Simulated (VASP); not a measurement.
Write the native input for VASP 6.6.1 that does the following.

```yaml
Task: single point
Functional: PBEsol
Potentials_or_basis: VASP PAW PBE potentials, release 64 (Al, Ga_d, N)
Cutoff: 520 eV
k_mesh: 8 × 5 × 3
Occupations: gaussian, width 0.05 eV
Spin: no spin polarisation
Dipole_correction: no
Further_INCAR_settings: LREAL = Auto; ALGO = Normal; EDIFF = 1e-06; NBANDS = 76
```

The structure of AlGa3N4 lies in POSCAR:

```
AlGa3N4
1.0
    0.0000000000     -3.1649847989      0.0000000000
    0.0035856878      0.0000000000     -5.4784941327
   10.2870929694      0.0000000000     -3.6522690292
Al Ga N
2 6 8
Direct
    0.5000000000     -0.2311536198      0.8456517113
    0.5000000000      0.1021963802      0.3456517113
    0.5000000000      0.6018050221      0.0949083513
    0.5000000000      0.2684550221      0.5949083513
    0.0000000000      0.1051973762      0.0948636924
    0.0000000000     -0.2281526238      0.5948636924
    0.0000000000      0.6036207014      0.3452808907
    0.0000000000      0.2702707014      0.8452808907
    0.5000000000      0.0564161606      0.9051843767
    0.5000000000      0.3897661606      0.4051843767
    0.0000000000     -0.4291881912      0.9041729896
    0.0000000000     -0.0958381912      0.4041729896
    0.0000000000      0.7300639807      0.1555718196
    0.0000000000      0.3967139807      0.6555718196
    0.5000000000      0.2253873469      0.1609661733
    0.5000000000     -0.1079626531      0.6609661733
```

This cell differs from its parent crystal: the part above a cut slid along it.

The input as run:

INCAR

```
ALGO = Normal
EDIFF = 1E-6
ENCUT = 520
GGA = PS
ISIF = 2
ISMEAR = 0
LASPH = True
LCHARG = True
LELF = True
LREAL = Auto
LUSENCCL = False
LVHAR = True
LWAVE = False
NBANDS = 76
NELM = 60
PREC = Accurate
SIGMA = 0.05
```

KPOINTS

```
k-points
0
Gamma
  8 5 3
```

Potentials or basis: VASP PAW PBE potentials, release 64 (Al, Ga_d, N).

Launch:

```bash
$ cat potpaw_PBE.64/Al/POTCAR potpaw_PBE.64/Ga_d/POTCAR potpaw_PBE.64/N/POTCAR > POTCAR
$ mpirun -np 1 vasp_std > vasp.out
```

It gave:

```
Pressure               : -1.5 GPa
Largest force          : 1.104 eV/Å
Band gap on the k mesh : 1.86 eV
```

Caveat: the cell differs from its parent crystal (the part above a cut slid along it); the stress differs along the axes, from -4 to 3 GPa; the PAW data sets were made with another functional, which shifts forces and pressure a little.

Wall time 2.9 min on 1 × NVIDIA H100 80GB with 1 thread of AMD EPYC 7R13 Processor (Zen 3), with other jobs on the host, peak memory 1.5 GiB.
